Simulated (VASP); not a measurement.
# Sr2I (P1) in VASP: single point with PBE

Aim: the single point of Sr2I with PBE.

All numbers are computed with VASP 6.6.1; they aren't measurements. Logs are shortened: lines on timing, memory, paths and dates and some standing lists are left out, and cuts for length are marked.

### Step 1. The cell of the first run

The typed cell holds 6 atoms: a = 4.334 Å, b = 4.355 Å, c = 16.832 Å, α = 90.05°, β = 90.29°, γ = 120.09°.

### Step 2. Single point, PBE

File INCAR:

```
  PREC = Accurate
  ENCUT = 520
  EDIFF = 1E-7
  ISMEAR = 0
  SIGMA = 0.2
  LREAL = F
  LASPH = T
  NELM = 100
  ALGO = Normal
  ISIF = 2
  LWAVE = F
  LCHARG = F
  GGA = PE
  NBANDS = 36
```

File KPOINTS:

```
Automatic mesh
0
Gamma
  6 6 2
```

File POSCAR:

```
Sr2I
1.0
    4.3334899576     -0.0094793661     -0.0107022113
   -2.1748683067      3.7730164489     -0.0016397444
   -0.0434099949     -0.0333964067     16.8319886029
Sr I
4 2
Direct
    0.3342862538      0.6660831674      0.4004569463
    0.3323851454      0.6643425296      0.9004265408
    0.6697126534      0.3356305086      0.0998177987
    0.6623714432      0.3310333908      0.5994315704
    0.0036555060      0.0030879470      0.2495713180
    0.9975889981     -0.0001775433      0.7502958257
```

Potentials or basis: VASP PAW PBE potentials, release 64 (Sr_sv, I).

Launch:

```
> cat potpaw_PBE.64/Sr_sv/POTCAR potpaw_PBE.64/I/POTCAR > POTCAR
> mpirun -np 1 vasp_std > vasp.out
```

OUTCAR:

```text
PREC = Accurate
   ENCUT = 520
   EDIFF = 1E-7
   ISMEAR = 0
   LREAL = F
   LASPH = T
   NELM = 100
   ISIF = 2
   GGA = PE

 ion  position               nearest neighbor table
   1  0.334  0.666  0.400-   5 3.56   5 3.57   5 3.58   4 4.17   4 4.18   4 4.20
   2  0.332  0.664  0.900-   6 3.55   6 3.56   6 3.57   3 4.18   3 4.19   3 4.19
   3  0.670  0.336  0.100-   5 3.55   5 3.55   5 3.56   2 4.18   2 4.19   2 4.19
   4  0.662  0.331  0.599-   6 3.56   6 3.57   6 3.57   1 4.17   1 4.18   1 4.20
   5  0.004  0.003  0.250-   3 3.55   3 3.55   1 3.56   3 3.56   1 3.57   1 3.58
   6  0.998  1.000  0.750-   2 3.55   2 3.56   4 3.56   2 3.57   4 3.57   4 3.57

  LATTYP: Found a triclinic cell.
 ALAT       =     4.3335135408
 B/A-ratio  =     1.0049498080
 C/A-ratio  =     4.2422740095
 COS(alpha) =     0.0001813958
 COS(beta)  =     0.3480761793
 COS(gamma) =     0.5012913828

  Lattice vectors:

 A1 = (  -4.3334899576,   0.0094793661,   0.0107022113)
 A2 = (  -2.1748683067,   3.7730164489,  -0.0016397444)
 A3 = (  -6.4487016136,  -3.7206613100, -16.8089444359)

Analysis of symmetry for initial positions (statically):
=====================================================================
 Subroutine PRICEL returns:
 Original cell was already a primitive cell.

 Routine SETGRP: Setting up the symmetry group for a
 triclinic supercell.

 Subroutine GETGRP returns: Found  1 space group operations
 (whereof  1 operations were pure point group operations)
 out of a pool of  2 trial point group operations.

The static configuration has the point symmetry C_1 .

Analysis of symmetry for dynamics (positions and initial velocities):
=====================================================================
 Subroutine PRICEL returns:
 Original cell was already a primitive cell.

 Routine SETGRP: Setting up the symmetry group for a
 triclinic supercell.

 Subroutine GETGRP returns: Found  1 space group operations
 (whereof  1 operations were pure point group operations)
 out of a pool of  2 trial point group operations.

The dynamic configuration has the point symmetry C_1 .

 Subroutine INISYM returns: Found  1 space group operations
 (whereof  1 operations are pure point group operations),
 and found     1 'primitive' translations

----------------------------------------------------------------------------------------

                                     Primitive cell

  volume of cell :     274.8588

  direct lattice vectors                    reciprocal lattice vectors
     4.333489958 -0.009479366 -0.010702211     0.231054355  0.133186328  0.000860149
    -2.174868307  3.773016449 -0.001639744     0.000581804  0.265375523  0.000528033
    -0.043409995 -0.033396407 16.831988603     0.000146967  0.000110536  0.059411285

  length of vectors
     4.333513541  4.354963601 16.832077711     0.266693556  0.265376686  0.059411570

  position of ions in fractional coordinates (direct lattice)
     0.334286254  0.666083167  0.400456946
     0.332385145  0.664342530  0.900426541
     0.669712653  0.335630509  0.099817799
     0.662371443  0.331033391  0.599431570
     0.003655506  0.003087947  0.249571318
     0.997588998  0.999822457  0.750295826

  ion indices of the primitive-cell ions
   primitive index   ion index
                 1           1
                 2           2
                 3           3
                 4           4
                 5           5
                 6           6

----------------------------------------------------------------------------------------

 KPOINTS: Automatic mesh

Automatic generation of k-mesh.
 Grid dimensions read from file:
 generate k-points for:    6    6    2

 Generating k-lattice:

  Cartesian coordinates                     Fractional coordinates (reciprocal lattice)
     0.038509059  0.022197721  0.000143358     0.166666667  0.000000000 -0.000000000
     0.000096967  0.044229254  0.000088005     0.000000000  0.166666667  0.000000000
     0.000073483  0.000055268  0.029705642    -0.000000000 -0.000000000  0.500000000

  Length of vectors
     0.044448926  0.044229448  0.029705785

  Shift w.r.t. Gamma in fractional coordinates (k-lattice)
     0.000000000  0.000000000  0.000000000

 Subroutine IBZKPT returns following result:
 ===========================================

 Found     40 irreducible k-points:

 Following reciprocal coordinates:
            Coordinates               Weight
  0.000000  0.000000  0.000000      1.000000
  0.166667 -0.000000  0.000000      2.000000
  0.333333 -0.000000  0.000000      2.000000
  0.500000  0.000000  0.000000      1.000000
  0.000000  0.166667 -0.000000      2.000000
  0.166667  0.166667 -0.000000      2.000000
[... 16 lines left out ...]
  0.333333  0.000000  0.500000      2.000000
  0.500000  0.000000  0.500000      1.000000
 [... further k-points ...]
   k-points           NKPTS =     40   k-points in BZ     NKDIM =     40   number of bands    NBANDS=     36
   number of dos      NEDOS =    301   number of ions     NIONS =      6
   total plane-waves  NPLWV = 129024
   dimension x,y,z NGX =    32 NGY =   32 NGZ =  126
   dimension x,y,z NGXF=    64 NGYF=   64 NGZF=  252
   ions per type =               4   2
   NGX,Y,Z   is equivalent  to a cutoff of  12.28, 12.22, 12.44 a.u.
   NGXF,Y,Z  is equivalent  to a cutoff of  24.55, 24.43, 24.89 a.u.
 SYSTEM =  unknown system
   PREC   = accura    normal or accurate (medium, high low for compatibility)
   ISTART =      0    job   : 0-new  1-cont  2-samecut
   ICHARG =      2    charge: 1-file 2-atom 10-const
   ISPIN  =      1    spin polarized calculation?
   LNONCOLLINEAR =      F non collinear calculations
   LSORBIT =      F    spin-orbit coupling
   LASPH  =      T    aspherical Exc in radial PAW
   ENCUT  =  520.0 eV  38.22 Ry    6.18 a.u.   8.06  8.10 31.30*2*pi/ulx,y,z
   NELM   =    100;   NELMIN=  2; NELMDL= -5     # of ELM steps
   EDIFF  = 0.1E-06   stopping-criterion for ELM
   LREAL  =      F    real-space projection
   EDIFFG = 0.1E-05   stopping-criterion for IOM
   NSW    =      0    number of steps for IOM
   IBRION =     -1    ionic relax: 0-MD 1-quasi-New 2-CG
   NFREE  =      0    steps in history (QN), initial steepest desc. (CG)
   ISIF   =      2    stress and relaxation
   ISYM   =      2    0-nonsym 1-usesym 2-fastsym
   POTIM  = 0.5000    time-step for ionic-motion
   TEBEG  =    0.0;   TEEND  =   0.0 temperature during run
   PSTRESS=    0.0 pullay stress
   NELECT =      54.0000    total number of electrons
   NUPDOWN=      -1.0000    fix difference up-down
   EMIN   =  10.00;   EMAX   =-10.00  energy-range for DOS
   EFERMI =   0.00;   METHOD = LEGACY
   ISMEAR =     0;   SIGMA  =   0.20  broadening in eV -4-tet -1-fermi 0-gaus
   EFERMI_NEDOS =   21; number of points for ismear=-14 and -15
   IALGO  =     38    algorithm
   IMIX   =      4    mixing-type and parameters
     AMIX     =   0.40;   BMIX     =  1.00
     AMIX_MAG =   1.60;   BMIX_MAG =  1.00
  volume/ion in A,a.u.               =      45.81       309.14
  Fermi-wavevector in a.u.,A,eV,Ry     =   0.951706  1.798464 12.323404  0.905745
  Thomas-Fermi vector in A             =   2.080201
   LORBIT       =      0    0 simple, 1 ext, 2 COOP (PROOUT), +10 PAW based schemes
   GGA     = PE    functional components
   LHFCALC =     F    Hartree Fock is set to
   AEXX    =    0.0000 exact exchange contribution
   IVDW    =     0    specifies the selected vdW correction
   LEPSILON=     F    determine dielectric tensor
   LRPA    =     F    only Hartree local field effects (RPA)
 non-spin polarized calculation
 Gauss-broadening in eV      SIGMA  =   0.20
  energy-cutoff  :      520.00
  volume of cell :      274.86
 maximum number of plane-waves:      7432
   NGX = 17   NGY = 17   NGZ = 63

 number of electron      53.9999999 magnetization

 Free energy of the ion-electron system (eV)
  ---------------------------------------------------
  ext. energy  EPLUGINS =         0.00000000
  ---------------------------------------------------
  free energy    TOTEN  =       -14.33679872 eV

  energy without entropy =      -14.18029011  energy(sigma->0) =      -14.25854442

 E-fermi :   3.3415     XC(G=0):  -7.8555

 val. band max:        3.3408257379   @ k =  -0.3333   0.1667   0.5000
 cond. band min:       3.3783236697   @ k =   0.0000   0.3333  -0.0000
 fundamental gap:      0.0374979318
 Fermi energy:         3.3414974114

 k-point     1 :       0.0000    0.0000    0.0000
  band No.  band energies     occupation
      1     -33.4686      2.00000
      2     -33.4684      2.00000
      3     -33.4599      2.00000
      4     -33.4597      2.00000
      5     -15.5575      2.00000
      6     -15.5293      2.00000
[... 28 lines left out ...]
     35       5.3281      0.00000
     36       5.3679      0.00000

 k-point     2 :       0.1667   -0.0000    0.0000
  band No.  band energies     occupation
      1     -33.4662      2.00000
      2     -33.4661      2.00000
      3     -33.4585      2.00000
      4     -33.4583      2.00000
      5     -15.5416      2.00000
      6     -15.5199      2.00000
[... 28 lines left out ...]
     35       5.5585      0.00000
     36       5.6014      0.00000

 k-point     3 :       0.3333   -0.0000    0.0000
  band No.  band energies     occupation
      1     -33.4612      2.00000
      2     -33.4610      2.00000
      3     -33.4560      2.00000
      4     -33.4558      2.00000
      5     -15.5160      2.00000
      6     -15.5138      2.00000
[... 28 lines left out ...]
     35       5.4882      0.00000
     36       5.6522      0.00000
[... 742 lines left out ...]
 k-point    23 :       0.3333    0.0000    0.5000
  band No.  band energies     occupation
      1     -33.4611      2.00000
      2     -33.4610      2.00000
      3     -33.4559      2.00000
      4     -33.4559      2.00000
      5     -15.5194      2.00000
      6     -15.5122      2.00000
[... 28 lines left out ...]
     35       5.5899      0.00000
     36       5.6334      0.00000

 k-point    24 :       0.5000    0.0000    0.5000
  band No.  band energies     occupation
      1     -33.4583      2.00000
      2     -33.4582      2.00000
      3     -33.4550      2.00000
      4     -33.4549      2.00000
      5     -15.5373      2.00000
      6     -15.5358      2.00000
[... 28 lines left out ...]
     35       5.5299      0.00000
     36       5.5509      0.00000

 [... further k-points ...]

------------------------ aborting loop because EDIFF is reached ----------------------------------------

  FORCE on cell =-STRESS in cart. coord.  units (eV):
  Direction    XX          YY          ZZ          XY          YZ          ZX
  --------------------------------------------------------------------------------------
  -------------------------------------------------------------------------------------
  Total        0.0552657     -0.0361826      0.1061794      0.0319349      0.0316496      0.0484947
  in kB        0.3221487     -0.2109119      0.6189296      0.1861513      0.1844885      0.2826800
  external PRESSURE =       0.2433888 kB  Pullay stress =       0.0000000 kB

 VOLUME and BASIS-vectors are now :
 -----------------------------------------------------------------------------
  energy-cutoff  :      520.00
  volume of cell :      274.86
      direct lattice vectors                 reciprocal lattice vectors
     4.333489958 -0.009479366 -0.010702211     0.231054355  0.133186328  0.000860149
    -2.174868307  3.773016449 -0.001639744     0.000581804  0.265375523  0.000528033
    -0.043409995 -0.033396407 16.831988603     0.000146967  0.000110536  0.059411285

 POSITION                                       TOTAL-FORCE (eV/Angst)
 -----------------------------------------------------------------------------------
     -0.01740      2.49660      6.73582        -0.002251      0.004627     -0.001277
     -0.04356      2.47335     15.15132        -0.000330      0.008947      0.009849
      2.16791      1.25666      1.67241        -0.003137     -0.004682     -0.017025
      2.12440      1.22270     10.08199         0.004416      0.002968      0.003259
     -0.00171      0.00328      4.20074        -0.001475     -0.006138      0.012446
      2.11599      3.73783     12.61665         0.002776     -0.005723     -0.007253
 -----------------------------------------------------------------------------------
    total drift:                               -0.000049      0.000043      0.000001

  FREE ENERGIE OF THE ION-ELECTRON SYSTEM (eV)
  ---------------------------------------------------
  free  energy   TOTEN  =       -14.3367987247 eV

  energy  without entropy=      -14.1802901072  energy(sigma->0) =      -14.25854442
```

Run time: 11 min. Hardware: 1 thread of Intel Xeon Platinum 8375C at 2.90GHz (Ice Lake), shared host; peak memory 0.54 GiB.

What came out:

* Free energy: -14.3368 eV
* Pressure: 0.0 GPa
* Largest force: 0.018 eV/Å
* Band gap on the k mesh: zero (bands 27 and 28 overlap by 0.75 eV)

Forces on the atoms (eV/Å):
```
Sr  -0.002  0.005 -0.001
Sr   0.000  0.009  0.010
Sr  -0.003 -0.005 -0.017
Sr   0.004  0.003  0.003
I   -0.001 -0.006  0.012
I    0.003 -0.006 -0.007
```

Caveat: spin-orbit coupling is left out, which moves the levels of the heavy elements.

The gap in the log of VASP goes by the Fermi energy; the results here count the filled bands.